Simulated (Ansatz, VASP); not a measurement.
**One calculation of CdTe, two programs**

```
Cd Te
1.0
     0.00000    3.18349    3.18349
     3.18349    0.00000    3.18349
     3.18349    3.18349    0.00000
Cd Te
1 1
Direct
  0.00000 0.00000 0.00000
  0.25000 0.25000 0.25000
```

Alike in both runs: task single point; functional PBEsol; k mesh 6 × 6 × 6; no spin polarisation.

```csv
,VASP,Ansatz
version,VASP 6.6.1,Ansatz 0.2.0
potentials or method,"VASP PAW PBE potentials, release 64 (Cd, Te), cutoff 520 eV","plane waves, PAW"
occupations,"gaussian, width 0.01 eV",fixed
valence electrons in the cell,18,36
```

|  | VASP | Ansatz | Ansatz less VASP |
| --- | --- | --- | --- |
| pressure (GPa) | 2.9 | 2.7 | -0.20 |

VASP's potentials were made for PBE, not for PBEsol. VASP's potentials hold 18 valence electrons a cell and Ansatz's 36, so a difference there can come from the potentials and not from the codes.

Spin-orbit coupling is off throughout.
